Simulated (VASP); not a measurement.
Write the native input for VASP 6.6.1 that does the following.

```
Task                   : single point
Functional             : PBE
Potentials or basis    : VASP PAW PBE potentials, release 64 (Hf_pv, O)
Cutoff                 : 520 eV
k mesh                 : 8 × 8 × 8
Occupations            : gaussian, width 0.05 eV
Spin                   : no spin polarisation
Dipole correction      : no
Further INCAR settings : ALGO = Normal; EDIFF = 1e-06; NBANDS = 18
```

The structure of HfO2 lies in POSCAR:

```
HfO2
1.0
    0.0000000000      2.5162427855      2.6420549247
    2.5162427855      0.0000000000      2.6420549247
    2.5162427855      2.5162427855      0.0000000000
Hf O
1 2
Direct
    0.0000000000      0.0000000000      0.0000000000
    0.2500000000      0.2500000000      0.2500000000
    0.7500000000      0.7500000000      0.7500000000
```

This cell differs from its parent crystal: ratio of the length along z to the lengths across it x 1.05, volume and fractional coordinates fixed.

These files were run (other wordings do the same):

INCAR

```
SYSTEM = HfO2
ALGO = Normal
EDIFF = 1E-6
ENCUT = 520
GGA = PE
ISIF = 2
ISMEAR = 0
LASPH = .TRUE.
LCHARG = .FALSE.
LREAL = .FALSE.
LWAVE = .FALSE.
NBANDS = 18
NELM = 60
PREC = Accurate
SIGMA = 0.05
```

KPOINTS

```
k-points
0
G
  8 8 8
  0 0 0
```

Potentials or basis: VASP PAW PBE potentials, release 64 (Hf_pv, O).

Command:

```bash
$ cat potpaw_PBE.64/Hf_pv/POTCAR potpaw_PBE.64/O/POTCAR > POTCAR
$ mpirun -np 1 vasp_std > vasp.out
```

Results of the run:

```
Pressure               : -5.9 GPa
Band gap on the k mesh : 3.25 eV, indirect (least direct gap 3.44 eV)
```

Caveat: spin-orbit coupling is left out, which moves the levels of the heavy elements.

Wall time 49 s on 1 thread of AMD EPYC 7R43 64-Core Processor (Zen 3) (shared host), peak memory 0.14 GiB.
